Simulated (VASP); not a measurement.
A run of VASP 6.6.1:

The input INCAR:

```
SYSTEM = TiC
PREC = Accurate
ENCUT = 520
EDIFF = 1E-7
ISMEAR = 0
SIGMA = 0.1
LREAL = .FALSE.
LASPH = .TRUE.
NELM = 80
ALGO = Normal
ISIF = 2
LWAVE = .FALSE.
LCHARG = .TRUE.
GGA = PE
LELF = .TRUE.
LVHAR = .TRUE.
NBANDS = 15
```

File KPOINTS:

```
Automatic mesh
0
G
  14 14 14
  0 0 0
```

File POSCAR:

```
TiC
1.0
    0.0000000000      2.1640000000      2.1640000000
    2.1640000000      0.0000000000      2.1640000000
    2.1640000000      2.1640000000      0.0000000000
Ti C
1 1
Direct
    0.0000000000      0.0000000000      0.0000000000
    0.5207948244      0.5207948244      0.4792051756
```

Potentials or basis: VASP PAW PBE potentials, release 64 (Ti_sv, C).

Command:

```console
$ cat potpaw_PBE.64/Ti_sv/POTCAR potpaw_PBE.64/C/POTCAR > POTCAR
$ mpirun -np 1 vasp_std > vasp.out
```

Hardware: 1 thread of Intel(R) Xeon(R) 6975P-C (Granite Rapids) (shared host).

Question: How long does it take, and how much memory?

Answer: Run time: 39 s on 1 thread of Intel(R) Xeon(R) 6975P-C (Granite Rapids), with other jobs on the host, peak memory 0.2 GiB. Counts: scf iterations 16, k points 244.
